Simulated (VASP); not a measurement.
# W (Im-3m) in VASP: settings compared

The runs below take W through single point, with revPBE+D3(BJ), BLYP+D4, r2SCAN+rVV10.

Everything below comes from runs of VASP 6.6.1. Logs are shortened: lines on timing, memory, paths and dates and some standing lists are left out, and cuts for length are marked.

## (1) The cell of the first run

Symmetry: Im-3m, No. 229, cubic system. Conventional cell: a = 3.143 Å, b = 3.143 Å, c = 3.143 Å, α = 90.00°, β = 90.00°, γ = 90.00°. Within 3.6 Å of W (site symmetry m-3m) lie 14 W at 2.72 to 3.14 Å.

## (2) Single point, revPBE+D3(BJ)

INCAR

```
SYSTEM = W
PREC = Accurate
ENCUT = 520
EDIFF = 1E-7
ISMEAR = -1
SIGMA = 0.05
LREAL = .FALSE.
LASPH = .TRUE.
NELM = 100
ALGO = Normal
ISIF = 2
LWAVE = .FALSE.
LCHARG = .FALSE.
GGA = RE
IVDW = 12
NBANDS = 13
```

KPOINTS

```
regular mesh
0
G
  12 12 12
  0 0 0
```

POSCAR

```
W
1.0
   -1.5717249149      1.5717249149      1.5717249149
    1.5717249149     -1.5717249149      1.5717249149
    1.5717249149      1.5717249149     -1.5717249149
W
1
Direct
    0.0000000000      0.0000000000      0.0000000000
```

Potentials or basis: VASP PAW PBE potentials, release 64 (W_sv).

On the command line:

```
cat potpaw_PBE.64/W_sv/POTCAR > POTCAR
mpirun -np 1 vasp_std > vasp.out
```

OUTCAR:

```text
SYSTEM = W
   PREC = Accurate
   ENCUT = 520
   EDIFF = 1E-7
   ISMEAR = -1
   LREAL = .FALSE.
   LASPH = .TRUE.
   NELM = 100
   ISIF = 2
   GGA = RE
   IVDW = 12
 IVDW          = 12

 ion  position               nearest neighbor table
   1  0.000  0.000  0.000-

  LATTYP: Found a body centered cubic cell.
 ALAT       =     3.1434498298

  Lattice vectors:

 A1 = (  -1.5717249149,   1.5717249149,   1.5717249149)
 A2 = (   1.5717249149,  -1.5717249149,   1.5717249149)
 A3 = (   1.5717249149,   1.5717249149,  -1.5717249149)

Analysis of symmetry for initial positions (statically):
=====================================================================
 Subroutine PRICEL returns:
 Original cell was already a primitive cell.

 Routine SETGRP: Setting up the symmetry group for a
 body centered cubic supercell.

 Subroutine GETGRP returns: Found 48 space group operations
 (whereof 48 operations were pure point group operations)
 out of a pool of 48 trial point group operations.

The static configuration has the point symmetry O_h .

Analysis of symmetry for dynamics (positions and initial velocities):
=====================================================================
 Subroutine PRICEL returns:
 Original cell was already a primitive cell.

 Routine SETGRP: Setting up the symmetry group for a
 body centered cubic supercell.

 Subroutine GETGRP returns: Found 48 space group operations
 (whereof 48 operations were pure point group operations)
 out of a pool of 48 trial point group operations.

The dynamic configuration has the point symmetry O_h .

 Subroutine INISYM returns: Found 48 space group operations
 (whereof 48 operations are pure point group operations),
 and found     1 'primitive' translations

----------------------------------------------------------------------------------------

                                     Primitive cell

  volume of cell :      15.5306

  direct lattice vectors                    reciprocal lattice vectors
    -1.571724915  1.571724915  1.571724915     0.000000000  0.318121826  0.318121826
     1.571724915 -1.571724915  1.571724915     0.318121826  0.000000000  0.318121826
     1.571724915  1.571724915 -1.571724915     0.318121826  0.318121826  0.000000000

  length of vectors
     2.722307408  2.722307408  2.722307408     0.449892201  0.449892201  0.449892201

  position of ions in fractional coordinates (direct lattice)
     0.000000000  0.000000000  0.000000000

  ion indices of the primitive-cell ions
   primitive index   ion index
                 1           1

----------------------------------------------------------------------------------------

 KPOINTS: regular mesh

Automatic generation of k-mesh.
 Grid dimensions read from file:
 generate k-points for:   12   12   12

 Generating k-lattice:

  Cartesian coordinates                     Fractional coordinates (reciprocal lattice)
     0.000000000  0.026510152  0.026510152     0.083333333  0.000000000  0.000000000
     0.026510152  0.000000000  0.026510152     0.000000000  0.083333333  0.000000000
     0.026510152  0.026510152  0.000000000     0.000000000  0.000000000  0.083333333

  Length of vectors
     0.037491017  0.037491017  0.037491017

  Shift w.r.t. Gamma in fractional coordinates (k-lattice)
     0.000000000  0.000000000  0.000000000

 Subroutine IBZKPT returns following result:
 ===========================================

 Found     72 irreducible k-points:

 Following reciprocal coordinates:
            Coordinates               Weight
  0.000000  0.000000  0.000000      1.000000
  0.083333  0.000000  0.000000     12.000000
  0.166667  0.000000  0.000000     12.000000
  0.250000  0.000000  0.000000     12.000000
  0.333333  0.000000  0.000000     12.000000
  0.416667  0.000000  0.000000     12.000000
[... 16 lines left out ...]
  0.333333  0.083333  0.083333     24.000000
  0.416667  0.083333  0.083333     12.000000
 [... further k-points ...]
   k-points           NKPTS =     72   k-points in BZ     NKDIM =     72   number of bands    NBANDS=     13
   number of dos      NEDOS =    301   number of ions     NIONS =      1
   total plane-waves  NPLWV =   8000
   dimension x,y,z NGX =    20 NGY =   20 NGZ =   20
   dimension x,y,z NGXF=    40 NGYF=   40 NGZF=   40
   ions per type =               1
   NGX,Y,Z   is equivalent  to a cutoff of  12.21, 12.21, 12.21 a.u.
   NGXF,Y,Z  is equivalent  to a cutoff of  24.43, 24.43, 24.43 a.u.
 SYSTEM =  W
   PREC   = accura    normal or accurate (medium, high low for compatibility)
   ISTART =      0    job   : 0-new  1-cont  2-samecut
   ICHARG =      2    charge: 1-file 2-atom 10-const
   ISPIN  =      1    spin polarized calculation?
   LNONCOLLINEAR =      F non collinear calculations
   LSORBIT =      F    spin-orbit coupling
   LASPH  =      T    aspherical Exc in radial PAW
   ENCUT  =  520.0 eV  38.22 Ry    6.18 a.u.   5.06  5.06  5.06*2*pi/ulx,y,z
   NELM   =    100;   NELMIN=  2; NELMDL= -5     # of ELM steps
   EDIFF  = 0.1E-06   stopping-criterion for ELM
   LREAL  =      F    real-space projection
   EDIFFG = 0.1E-05   stopping-criterion for IOM
   NSW    =      0    number of steps for IOM
   IBRION =     -1    ionic relax: 0-MD 1-quasi-New 2-CG
   NFREE  =      0    steps in history (QN), initial steepest desc. (CG)
   ISIF   =      2    stress and relaxation
   ISYM   =      2    0-nonsym 1-usesym 2-fastsym
   POTIM  = 0.5000    time-step for ionic-motion
   TEBEG  =    0.0;   TEEND  =   0.0 temperature during run
   PSTRESS=    0.0 pullay stress
   NELECT =      14.0000    total number of electrons
   NUPDOWN=      -1.0000    fix difference up-down
   EMIN   =  10.00;   EMAX   =-10.00  energy-range for DOS
   EFERMI =   0.00;   METHOD = LEGACY
   ISMEAR =    -1;   SIGMA  =   0.05  broadening in eV -4-tet -1-fermi 0-gaus
   EFERMI_NEDOS =   21; number of points for ismear=-14 and -15
   IALGO  =     38    algorithm
   IMIX   =      4    mixing-type and parameters
     AMIX     =   0.40;   BMIX     =  1.00
     AMIX_MAG =   1.60;   BMIX_MAG =  1.00
  volume/ion in A,a.u.               =      15.53       104.81
  Fermi-wavevector in a.u.,A,eV,Ry     =   1.581446  2.988499 34.027773  2.500971
  Thomas-Fermi vector in A             =   2.681520
   LORBIT       =      0    0 simple, 1 ext, 2 COOP (PROOUT), +10 PAW based schemes
   GGA     = RE    functional components
   LHFCALC =     F    Hartree Fock is set to
   AEXX    =    0.0000 exact exchange contribution
   IVDW    =    12    specifies the selected vdW correction
   LEPSILON=     F    determine dielectric tensor
   LRPA    =     F    only Hartree local field effects (RPA)
 non-spin polarized calculation
  energy-cutoff  :      520.00
  volume of cell :       15.53
 maximum number of plane-waves:       430
   NGX = 11   NGY = 11   NGZ = 11

 number of electron      14.0000005 magnetization

 Free energy of the ion-electron system (eV)
  ---------------------------------------------------
  ext. energy  EPLUGINS =         0.00000000
  ---------------------------------------------------
  free energy    TOTEN  =       -12.47833281 eV

  energy without entropy =      -12.47335692  energy(sigma->0) =      -12.47584487

 E-fermi :  11.7270     XC(G=0): -13.7204

 val. band max:       11.7006566056   @ k =   0.4167   0.0833   0.0000
 cond. band min:      11.7307305995   @ k =  -0.1667   0.1667   0.0833
 fundamental gap:      0.0300739940
 Fermi energy:        11.7269505070

 k-point     1 :       0.0000    0.0000    0.0000
  band No.  band energies     occupation
      1     -62.3740      2.00000
      2     -25.9020      2.00000
      3     -25.9020      2.00000
      4     -25.9020      2.00000
      5       2.0518      2.00000
      6      10.5442      2.00000
      7      10.5442      2.00000
      8      10.5442      2.00000
      9      14.1280      0.00000
     10      14.1280      0.00000
     11      26.3430      0.00000
     12      26.3430      0.00000
     13      26.3430      0.00000

 k-point     2 :       0.0833    0.0000    0.0000
  band No.  band energies     occupation
      1     -62.3642      2.00000
      2     -26.0018      2.00000
      3     -25.9330      2.00000
      4     -25.9025      2.00000
      5       2.3935      2.00000
      6      10.3363      2.00000
      7      10.4892      2.00000
      8      10.8769      2.00000
      9      13.8125      0.00000
     10      14.1303      0.00000
     11      26.6305      0.00000
     12      26.9246      0.00000
     13      27.1741      0.00000

 k-point     3 :       0.1667    0.0000    0.0000
  band No.  band energies     occupation
      1     -62.3375      2.00000
      2     -26.2681      2.00000
      3     -26.0167      2.00000
      4     -25.9040      2.00000
      5       3.3243      2.00000
      6       9.8148      2.00000
      7      10.2243      2.00000
      8      11.8499      0.15768
      9      13.4029      0.00000
     10      14.1727      0.00000
     11      27.1275      0.00000
     12      28.5582      0.00000
     13      28.8080      0.00000

 k-point     4 :       0.2500    0.0000    0.0000
  band No.  band energies     occupation
      1     -62.3009      2.00000
      2     -26.6180      2.00000
      3     -26.1291      2.00000
      4     -25.9062      2.00000
      5       4.5068      2.00000
      6       9.1881      2.00000
      7       9.9044      2.00000
      8      13.3827      0.00000
      9      13.4843      0.00000
     10      14.3204      0.00000
     11      26.6563      0.00000
     12      28.6044      0.00000
     13      31.0046      0.00000

 k-point     5 :       0.3333    0.0000    0.0000
  band No.  band energies     occupation
      1     -62.2641      2.00000
      2     -26.9535      2.00000
      3     -26.2394      2.00000
      4     -25.9084      2.00000
      5       5.2912      2.00000
      6       8.6348      2.00000
      7      10.3191      2.00000
      8      13.8724      0.00000
      9      14.5916      0.00000
     10      15.3048      0.00000
     11      25.1628      0.00000
     12      26.3331      0.00000
     13      33.3482      0.00000
[... 257 lines left out ...]
 k-point    22 :       0.2500    0.0833    0.0833
  band No.  band energies     occupation
      1     -62.2573      2.00000
      2     -26.9620      2.00000
      3     -26.2495      2.00000
      4     -25.9933      2.00000
      5       5.9789      2.00000
      6       8.4966      2.00000
      7       9.4746      2.00000
      8      14.0221      0.00000
      9      14.6679      0.00000
     10      16.7191      0.00000
     11      25.8486      0.00000
     12      25.8592      0.00000
     13      29.8528      0.00000

 k-point    23 :       0.3333    0.0833    0.0833
  band No.  band energies     occupation
      1     -62.2333      2.00000
      2     -27.1277      2.00000
      3     -26.3671      2.00000
      4     -26.0005      2.00000
      5       6.1196      2.00000
      6       8.1994      2.00000
      7      10.7333      2.00000
      8      14.2625      0.00000
      9      14.9623      0.00000
     10      18.5898      0.00000
     11      23.1858      0.00000
     12      24.5642      0.00000
     13      28.6748      0.00000

 k-point    24 :       0.4167    0.0833    0.0833
  band No.  band energies     occupation
      1     -62.2246      2.00000
      2     -27.1862      2.00000
      3     -26.4113      2.00000
      4     -26.0032      2.00000
      5       6.0763      2.00000
      6       8.0987      2.00000
      7      11.5570      1.93530
      8      14.2881      0.00000
      9      15.0832      0.00000
     10      19.4297      0.00000
     11      22.0392      0.00000
     12      24.0802      0.00000
     13      28.1546      0.00000

 [... further k-points ...]

------------------------ aborting loop because EDIFF is reached ----------------------------------------

 Edisp (eV)   -1.27668

 E8    (eV) :    -0.9566

  FORCE on cell =-STRESS in cart. coord.  units (eV):
  Direction    XX          YY          ZZ          XY          YZ          ZX
  --------------------------------------------------------------------------------------
  -------------------------------------------------------------------------------------
  Total       0.25368     0.25368     0.25368     0.00000     0.00000     0.00000
  in kB      26.17050    26.17050    26.17050     0.00000     0.00000     0.00000
  external pressure =       26.17 kB  Pullay stress =        0.00 kB

 VOLUME and BASIS-vectors are now :
 -----------------------------------------------------------------------------
  energy-cutoff  :      520.00
  volume of cell :       15.53
      direct lattice vectors                 reciprocal lattice vectors
    -1.571724915  1.571724915  1.571724915     0.000000000  0.318121826  0.318121826
     1.571724915 -1.571724915  1.571724915     0.318121826  0.000000000  0.318121826
     1.571724915  1.571724915 -1.571724915     0.318121826  0.318121826  0.000000000

 POSITION                                       TOTAL-FORCE (eV/Angst)
 -----------------------------------------------------------------------------------
      0.00000      0.00000      0.00000         0.000000      0.000000     -0.000000
 -----------------------------------------------------------------------------------
    total drift:                                0.000000      0.000000      0.000000

  FREE ENERGIE OF THE ION-ELECTRON SYSTEM (eV)
  ---------------------------------------------------
  free  energy   TOTEN  =       -13.7550117403 eV

  energy  without entropy=      -13.7500358498  energy(sigma->0) =      -13.75252380
```

Wall time 14 s (1 thread of Intel Xeon Platinum 8259CL at 2.50GHz (Skylake/Cascade Lake), shared host); peak memory 0.14 GiB.

What came out:

```yaml
Free_energy: -13.7550 eV
Pressure: 2.6 GPa
Band_gap_on_the_k_mesh: zero (band 7 reaches 17.12 eV, above the bottom of band 8 at 10.54 eV)
Dispersion_energy_per_atom: -1.277 eV
```

Levels at points of the mesh, in eV from the Fermi level:
| k point | band 4 | band 5 | band 6 | band 7 | band 8 | band 9 | band 10 | band 11 |
| --- | --- | --- | --- | --- | --- | --- | --- | --- |
| (0.00, 0.00, 0.00) | -37.63 | -9.68 | -1.18 | -1.18 | -1.18 | 2.40 | 2.40 | 14.62 |
| (0.50, 0.00, 0.00) | -37.64 | -6.33 | -3.59 | 0.80 | 2.31 | 3.31 | 6.41 | 11.51 |
| (0.50, 0.50, 0.50) | -38.59 | -5.92 | -5.92 | 5.39 | 5.39 | 5.39 | 8.48 | 8.48 |

Caveat: the PAW data sets were made with another functional, which shifts forces and pressure a little; spin-orbit coupling is left out, which moves the levels of the heavy elements; pairwise dispersion overbinds metals, which lowers pressure and volume.

## (3) Single point, revPBE+D3(BJ)

This run uses another cell than the first one, of 15.85 Å³/atom, 1.020 times its volume.

INCAR

```
SYSTEM = W
  ALGO = Normal
  EDIFF = 1E-6
  ENCUT = 520
  GGA = RE
  ISIF = 2
  ISMEAR = -1
  IVDW = 12
  LASPH = .True.
  LCHARG = .False.
  LREAL = .False.
  LWAVE = .False.
  NBANDS = 13
  NELM = 100
  PREC = Accurate
  SIGMA = 0.05
```

KPOINTS

```
k-points
0
Gamma
  12 12 12
  0 0 0
```

POSCAR

```
W
1.0
   -1.5823450000      1.5823450000      1.5823450000
    1.5823450000     -1.5823450000      1.5823450000
    1.5823450000      1.5823450000     -1.5823450000
W
1
Direct
    0.0000000000      0.0000000000      0.0000000000
```

Potentials or basis: VASP PAW PBE potentials, release 64 (W_sv).

On the command line:

```
cat potpaw_PBE.64/W_sv/POTCAR > POTCAR
mpirun -np 1 vasp_std > vasp.out
```

Wall time 10 s (1 thread of Intel Xeon Platinum 8259CL at 2.50GHz (Skylake/Cascade Lake), shared host); peak memory 0.14 GiB.

Results (log left out):

| Item | Value |
| --- | --- |
| Free energy | -13.7539 eV |
| Pressure | -3.8 GPa |
| Band gap on the k mesh | zero (band 7 reaches 16.67 eV, above the bottom of band 8 at 10.28 eV) |
| Dispersion energy per atom | -1.250 eV |

Levels at points of the mesh, in eV from the Fermi level:
| k point | band 5 | band 6 | band 7 | band 8 | band 9 | band 10 |
| --- | --- | --- | --- | --- | --- | --- |
| (0.00, 0.00, 0.00) | -9.55 | -1.13 | -1.13 | -1.13 | 2.37 | 2.37 |
| (0.50, 0.00, 0.00) | -6.18 | -3.48 | 0.75 | 2.26 | 3.24 | 6.24 |
| (0.50, 0.50, 0.50) | -5.74 | -5.74 | 5.26 | 5.26 | 5.26 | 8.33 |

Caveat: the PAW data sets were made with another functional, which shifts forces and pressure a little; spin-orbit coupling is left out, which moves the levels of the heavy elements; pairwise dispersion overbinds metals, which lowers pressure and volume.

## (4) Single point, revPBE+D3(BJ)

This run uses another cell than the first one, of 16.16 Å³/atom, 1.041 times its volume.

INCAR

```
SYSTEM = W
ALGO     = Normal         ! electronic algorithm
EDIFF    = 1E-6           ! SCF threshold, eV
ENCUT    = 520            ! plane-wave cutoff, eV
GGA      = RE             ! functional
ISIF     = 2              ! what is computed and relaxed
ISMEAR   = -1             ! smearing method
IVDW     = 12             ! dispersion correction
LASPH    = .True.         ! aspherical terms in the spheres
LCHARG   = .False.        ! write CHGCAR
LREAL    = .False.        ! projectors in reciprocal space
LWAVE    = .False.        ! write WAVECAR
NBANDS   = 13             ! bands
NELM     = 60             ! most SCF steps
PREC     = Accurate       ! precision mode
SIGMA    = 0.05           ! smearing width, eV
```

KPOINTS is that of step 3.

POSCAR

```
W
1.0
   -1.5928244114      1.5928244114      1.5928244114
    1.5928244114     -1.5928244114      1.5928244114
    1.5928244114      1.5928244114     -1.5928244114
W
1
Direct
    0.0000000000      0.0000000000      0.0000000000
```

On the command line:

```
cat potpaw_PBE.64/W_sv/POTCAR > POTCAR
mpirun -np 1 vasp_std > vasp.out
```

Run time: 16 s. Hardware: 1 thread of Intel Xeon Platinum 8259CL at 2.50GHz (Skylake/Cascade Lake), shared host; peak memory 0.16 GiB.

The run converged. Its results:

* Free energy: -13.7406 eV
* Pressure: -9.7 GPa
* Band gap on the k mesh: zero (band 7 reaches 16.24 eV, above the bottom of band 8 at 10.03 eV)
* Dispersion energy per atom: -1.225 eV

Levels at points of the mesh, in eV from the Fermi level:
| k point | band 4 | band 5 | band 6 | band 7 | band 8 | band 9 | band 10 | band 11 |
| --- | --- | --- | --- | --- | --- | --- | --- | --- |
| (0.00, 0.00, 0.00) | -37.72 | -9.42 | -1.09 | -1.09 | -1.09 | 2.33 | 2.33 | 14.56 |
| (0.50, 0.00, 0.00) | -37.73 | -6.04 | -3.37 | 0.70 | 2.21 | 3.17 | 6.08 | 10.88 |
| (0.50, 0.50, 0.50) | -38.57 | -5.57 | -5.57 | 5.13 | 5.13 | 5.13 | 8.18 | 8.18 |

Caveat: the PAW data sets were made with another functional, which shifts forces and pressure a little; spin-orbit coupling is left out, which moves the levels of the heavy elements; pairwise dispersion overbinds metals, which lowers pressure and volume.

[end of part 1 of 2]
